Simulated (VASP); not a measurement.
# TiAl in VASP: a series of runs, part 2 of 2

VASP 6.6.1. The steps go on from the part before.

### Step 5. Single point, PBEsol (normal strain along x +0.1100, normal strain along y +0.1100)

INCAR reads:

```
PREC = Accurate ; ENCUT = 520
EDIFF = 1E-7 ; ISMEAR = 0
SIGMA = 0.15 ; LREAL = F
LASPH = T ; NELM = 100
ALGO = Fast ; ISIF = 2
LWAVE = F ; LCHARG = T
GGA = PS ; LELF = T
LVHAR = T ; NBANDS = 14
```

KPOINTS reads:

```
Automatic mesh
0
Gamma
  14 14 14
```

POSCAR reads:

```
TiAl
1.0
    3.5035773053      0.0000000000      0.0000000000
    0.0000000000      3.5035773053      0.0000000000
    0.0000000000      0.0000000000      3.1563759507
Ti Al
1 1
Direct
    0.0000000000      0.0000000000      0.0000000000
    0.5000000000      0.5000000000      0.5000000000
```

Potentials or basis: VASP PAW PBE potentials, release 64 (Ti_sv, Al).

Command:

```
cat potpaw_PBE.64/Ti_sv/POTCAR potpaw_PBE.64/Al/POTCAR > POTCAR
mpirun -np 1 vasp_std > vasp.out
```

OUTCAR:

```text
PREC = Accurate
   ENCUT = 520
   EDIFF = 1E-7
   ISMEAR = 0
   LREAL = F
   LASPH = T
   NELM = 100
   ISIF = 2
   GGA = PS

 ion  position               nearest neighbor table
   1  0.000  0.000  0.000-   2 2.94   2 2.94   2 2.94   2 2.94   2 2.94   2 2.94   2 2.94   2 2.94

   2  0.500  0.500  0.500-   1 2.94   1 2.94   1 2.94   1 2.94   1 2.94   1 2.94   1 2.94   1 2.94

  LATTYP: Found a simple tetragonal cell.
 ALAT       =     3.5035773053
 C/A-ratio  =     0.9009009009

  Lattice vectors:

 A1 = (   3.5035773053,   0.0000000000,   0.0000000000)
 A2 = (   0.0000000000,   3.5035773053,   0.0000000000)
 A3 = (   0.0000000000,   0.0000000000,   3.1563759507)

Analysis of symmetry for initial positions (statically):
=====================================================================
 Subroutine PRICEL returns:
 Original cell was already a primitive cell.

 Routine SETGRP: Setting up the symmetry group for a
 simple tetragonal supercell.

 Subroutine GETGRP returns: Found 16 space group operations
 (whereof 16 operations were pure point group operations)
 out of a pool of 16 trial point group operations.

The static configuration has the point symmetry D_4h.

Analysis of symmetry for dynamics (positions and initial velocities):
=====================================================================
 Subroutine PRICEL returns:
 Original cell was already a primitive cell.

 Routine SETGRP: Setting up the symmetry group for a
 simple tetragonal supercell.

 Subroutine GETGRP returns: Found 16 space group operations
 (whereof 16 operations were pure point group operations)
 out of a pool of 16 trial point group operations.

The dynamic configuration has the point symmetry D_4h.

 Subroutine INISYM returns: Found 16 space group operations
 (whereof 16 operations are pure point group operations),
 and found     1 'primitive' translations

----------------------------------------------------------------------------------------

                                     Primitive cell

  volume of cell :      38.7447

  direct lattice vectors                    reciprocal lattice vectors
     3.503577305  0.000000000  0.000000000     0.285422559  0.000000000  0.000000000
     0.000000000  3.503577305  0.000000000     0.000000000  0.285422559  0.000000000
     0.000000000  0.000000000  3.156375951     0.000000000  0.000000000  0.316819040

  length of vectors
     3.503577305  3.503577305  3.156375951     0.285422559  0.285422559  0.316819040

  position of ions in fractional coordinates (direct lattice)
     0.000000000  0.000000000  0.000000000
     0.500000000  0.500000000  0.500000000

  ion indices of the primitive-cell ions
   primitive index   ion index
                 1           1
                 2           2

----------------------------------------------------------------------------------------

 KPOINTS: Automatic mesh

Automatic generation of k-mesh.
 Grid dimensions read from file:
 generate k-points for:   14   14   14

 Generating k-lattice:

  Cartesian coordinates                     Fractional coordinates (reciprocal lattice)
     0.020387326  0.000000000  0.000000000     0.071428571  0.000000000  0.000000000
     0.000000000  0.020387326  0.000000000     0.000000000  0.071428571  0.000000000
     0.000000000  0.000000000  0.022629931     0.000000000  0.000000000  0.071428571

  Length of vectors
     0.020387326  0.020387326  0.022629931

  Shift w.r.t. Gamma in fractional coordinates (k-lattice)
     0.000000000  0.000000000  0.000000000

 Subroutine IBZKPT returns following result:
 ===========================================

 Found    288 irreducible k-points:

 Following reciprocal coordinates:
            Coordinates               Weight
  0.000000  0.000000  0.000000      1.000000
  0.071429  0.000000  0.000000      4.000000
  0.142857  0.000000  0.000000      4.000000
  0.214286  0.000000  0.000000      4.000000
  0.285714  0.000000  0.000000      4.000000
  0.357143  0.000000  0.000000      4.000000
[... 16 lines left out ...]
  0.285714  0.214286  0.000000      8.000000
  0.357143  0.214286  0.000000      8.000000
 [... further k-points ...]
   k-points           NKPTS =    288   k-points in BZ     NKDIM =    288   number of bands    NBANDS=     14
   number of dos      NEDOS =    301   number of ions     NIONS =      2
   total plane-waves  NPLWV =  18816
   dimension x,y,z NGX =    28 NGY =   28 NGZ =   24
   dimension x,y,z NGXF=    56 NGYF=   56 NGZF=   48
   ions per type =               1   1
   NGX,Y,Z   is equivalent  to a cutoff of  13.29, 13.29, 12.64 a.u.
   NGXF,Y,Z  is equivalent  to a cutoff of  26.57, 26.57, 25.28 a.u.
 SYSTEM =  unknown system
   PREC   = accura    normal or accurate (medium, high low for compatibility)
   ISTART =      0    job   : 0-new  1-cont  2-samecut
   ICHARG =      2    charge: 1-file 2-atom 10-const
   ISPIN  =      1    spin polarized calculation?
   LNONCOLLINEAR =      F non collinear calculations
   LSORBIT =      F    spin-orbit coupling
   LASPH  =      T    aspherical Exc in radial PAW
   ENCUT  =  520.0 eV  38.22 Ry    6.18 a.u.   6.51  6.51  5.87*2*pi/ulx,y,z
   NELM   =    100;   NELMIN=  2; NELMDL= -5     # of ELM steps
   EDIFF  = 0.1E-06   stopping-criterion for ELM
   LREAL  =      F    real-space projection
   EDIFFG = 0.1E-05   stopping-criterion for IOM
   NSW    =      0    number of steps for IOM
   IBRION =     -1    ionic relax: 0-MD 1-quasi-New 2-CG
   NFREE  =      0    steps in history (QN), initial steepest desc. (CG)
   ISIF   =      2    stress and relaxation
   ISYM   =      2    0-nonsym 1-usesym 2-fastsym
   POTIM  = 0.5000    time-step for ionic-motion
   TEBEG  =    0.0;   TEEND  =   0.0 temperature during run
   PSTRESS=    0.0 pullay stress
   NELECT =      15.0000    total number of electrons
   NUPDOWN=      -1.0000    fix difference up-down
   EMIN   =  10.00;   EMAX   =-10.00  energy-range for DOS
   EFERMI =   0.00;   METHOD = LEGACY
   ISMEAR =     0;   SIGMA  =   0.15  broadening in eV -4-tet -1-fermi 0-gaus
   EFERMI_NEDOS =   21; number of points for ismear=-14 and -15
   IALGO  =     68    algorithm
   IMIX   =      4    mixing-type and parameters
     AMIX     =   0.40;   BMIX     =  1.00
     AMIX_MAG =   1.60;   BMIX_MAG =  1.00
  volume/ion in A,a.u.               =      19.37       130.73
  Fermi-wavevector in a.u.,A,eV,Ry     =   1.193167  2.254759 19.369898  1.423647
  Thomas-Fermi vector in A             =   2.329188
   LORBIT       =      0    0 simple, 1 ext, 2 COOP (PROOUT), +10 PAW based schemes
   GGA     = PS    functional components
   LHFCALC =     F    Hartree Fock is set to
   AEXX    =    0.0000 exact exchange contribution
   IVDW    =     0    specifies the selected vdW correction
   LEPSILON=     F    determine dielectric tensor
   LRPA    =     F    only Hartree local field effects (RPA)
 non-spin polarized calculation
 RMM-DIIS sequential band-by-band and
 Gauss-broadening in eV      SIGMA  =   0.15
  energy-cutoff  :      520.00
  volume of cell :       38.74
 maximum number of plane-waves:      1068
 NGX is ok and might be reduce to    28
   NGX = 13   NGY = 13   NGZ = 11

 number of electron      14.9999993 magnetization

 Free energy of the ion-electron system (eV)
  ---------------------------------------------------
  ext. energy  EPLUGINS =         0.00000000
  ---------------------------------------------------
  free energy    TOTEN  =       -12.57577887 eV

  energy without entropy =      -12.53835010  energy(sigma->0) =      -12.55706448

 E-fermi :   6.7729     XC(G=0): -10.3992

 val. band max:        6.7714052921   @ k =   0.3571   0.0714   0.1429
 cond. band min:       6.7767036290   @ k =   0.2857   0.2143   0.2143
 fundamental gap:      0.0052983369
 Fermi energy:         6.7729476482

 k-point     1 :       0.0000    0.0000    0.0000
  band No.  band energies     occupation
      1     -50.1968      2.00000
      2     -26.5430      2.00000
      3     -26.5430      2.00000
      4     -26.4106      2.00000
      5      -1.5984      2.00000
      6       5.6798      2.00000
      7       5.8114      2.00000
      8       7.9445      0.00000
      9       8.4065      0.00000
     10       8.4065      0.00000
     11       9.6615      0.00000
     12       9.6615      0.00000
     13      12.2591      0.00000
     14      14.0624      0.00000
[... 377 lines left out ...]
      1     -50.1921      2.00000
      2     -26.5888      2.00000
      3     -26.5613      2.00000
      4     -26.4053      2.00000
      5       0.3892      2.00000
      6       3.7285      2.00000
      7       5.5823      2.00000
      8       6.5193      1.98320
      9       7.7811      0.00000
     10       8.2008      0.00000
     11       8.8463      0.00000
     12      10.3757      0.00000
     13      12.9957      0.00000
     14      14.8217      0.00000

 [... further k-points ...]
[... 5 lines left out ...]
  --------------------------------------------------------------------------------------
  -------------------------------------------------------------------------------------
  Total       -3.6425001     -3.6425001     -4.2444908      0.0000000      0.0000000      0.0000000
  in kB     -150.6253323   -150.6253323   -175.5189611      0.0000000      0.0000000      0.0000000
  external PRESSURE =    -158.9232086 kB  Pullay stress =       0.0000000 kB

 VOLUME and BASIS-vectors are now :
 -----------------------------------------------------------------------------
  energy-cutoff  :      520.00
  volume of cell :       38.74
      direct lattice vectors                 reciprocal lattice vectors
     3.503577305  0.000000000  0.000000000     0.285422559  0.000000000  0.000000000
     0.000000000  3.503577305  0.000000000     0.000000000  0.285422559  0.000000000
     0.000000000  0.000000000  3.156375951     0.000000000  0.000000000  0.316819040

 POSITION                                       TOTAL-FORCE (eV/Angst)
 -----------------------------------------------------------------------------------
      0.00000      0.00000      0.00000         0.000000      0.000000      0.000000
      1.75179      1.75179      1.57819         0.000000      0.000000      0.000000
 -----------------------------------------------------------------------------------
    total drift:                               -0.000000     -0.000000     -0.000000

  FREE ENERGIE OF THE ION-ELECTRON SYSTEM (eV)
  ---------------------------------------------------
  free  energy   TOTEN  =       -12.5757788689 eV

  energy  without entropy=      -12.5383500964  energy(sigma->0) =      -12.55706448
```

Run time: 4.3 min. Hardware: 1 thread of Intel Xeon 6975P-C (Granite Rapids), shared host; peak memory 0.28 GiB.

What came out:

```
Free energy : -12.5758 eV
Pressure    : -15.9 GPa
```

Caveat: the cell differs from its parent crystal (normal strain along x +0.1100, normal strain along y +0.1100); the PAW data sets were made with another functional, which shifts forces and pressure a little.

### Step 6. Single point, PBEsol (normal strain along x -0.1100, normal strain along y -0.1100)

INCAR reads:

```
SYSTEM = TiAl
PREC     = Accurate       ! precision mode
ENCUT    = 520            ! plane-wave cutoff, eV
EDIFF    = 1E-7           ! SCF threshold, eV
ISMEAR   = 0              ! smearing method
SIGMA    = 0.15           ! smearing width, eV
LREAL    = .False.        ! projectors in reciprocal space
LASPH    = .True.         ! aspherical terms in the spheres
NELM     = 100            ! most SCF steps
ALGO     = Normal         ! electronic algorithm
ISIF     = 2              ! what is computed and relaxed
LWAVE    = .False.        ! write WAVECAR
LCHARG   = .False.        ! write CHGCAR
GGA      = PS             ! functional
NBANDS   = 14             ! bands
```

KPOINTS reads:

```
regular mesh
0
Gamma
  14 14 14
  0 0 0
```

POSCAR reads:

```
TiAl
1.0
    2.8091745961      0.0000000000      0.0000000000
    0.0000000000      2.8091745961      0.0000000000
    0.0000000000      0.0000000000      3.1563759507
Ti Al
1 1
Direct
    0.0000000000      0.0000000000      0.0000000000
    0.5000000000      0.5000000000      0.5000000000
```

Potentials or basis: VASP PAW PBE potentials, release 64 (Ti_sv, Al).

Command:

```
cat potpaw_PBE.64/Ti_sv/POTCAR potpaw_PBE.64/Al/POTCAR > POTCAR
mpirun -np 1 vasp_std > vasp.out
```

It took 50 s on 1 thread of Intel Xeon 6975P-C (Granite Rapids), shared host; peak memory 0.22 GiB.

Results (log left out):

| Property | Result |
| --- | --- |
| Free energy | -12.3043 eV |
| Pressure | 43.6 GPa |

Stress tensor (GPa, compression positive):
```
40.31  0.00  0.00
 0.00 40.31  0.00
 0.00  0.00 50.07
```

Levels at points of the mesh, in eV from the Fermi level:
| k point | band 5 | band 6 | band 7 | band 8 | band 9 | band 10 |
| --- | --- | --- | --- | --- | --- | --- |
| (0.00, 0.00, 0.00) | -10.24 | -2.26 | -1.80 | 2.39 | 2.39 | 3.12 |
| (0.50, 0.00, 0.00) | -5.71 | -5.63 | -0.76 | -0.66 | 0.92 | 2.80 |
| (0.50, 0.50, 0.00) | -5.18 | -1.57 | -1.40 | -1.40 | 0.18 | 0.18 |
| (0.00, 0.00, 0.50) | -6.94 | -5.87 | -0.95 | 0.89 | 0.89 | 3.14 |
| (0.50, 0.00, 0.50) | -5.86 | -2.50 | -1.69 | -1.59 | 1.24 | 1.54 |
| (0.50, 0.50, 0.50) | -3.83 | -3.75 | -3.75 | 2.56 | 3.38 | 3.62 |

Caveat: the cell differs from its parent crystal (normal strain along x -0.1100, normal strain along y -0.1100); the PAW data sets were made with another functional, which shifts forces and pressure a little.

### Step 7. The runs side by side

```csv
cell,gap on the mesh (eV),pressure (GPa)
"a = 3.272, b = 3.504, c = 3.156 Å, 2 atoms",none,-12.4
"a = 3.388, b = 3.504, c = 3.156 Å, 2 atoms",none,-14.4
"a = 3.156, b = 3.504 Å, 2 atoms",none,-9.9
"a = 3.504, b = 3.504, c = 3.156 Å, 2 atoms",none,-15.9
"a = 2.809, b = 2.809, c = 3.156 Å, 2 atoms",none,43.6
```

Alike in all rows: task single point; level PBEsol; potentials or basis VASP PAW PBE potentials, release 64 (Ti_sv, Al); no spin polarisation; k mesh 14 × 14 × 14; cutoff (eV) 520; smearing gaussian 0.15 eV.

Caveats: the PAW data sets were made with another functional, which shifts forces and pressure a little.

Total energies depend on the potentials used, so only differences within one code and one set of settings carry meaning.
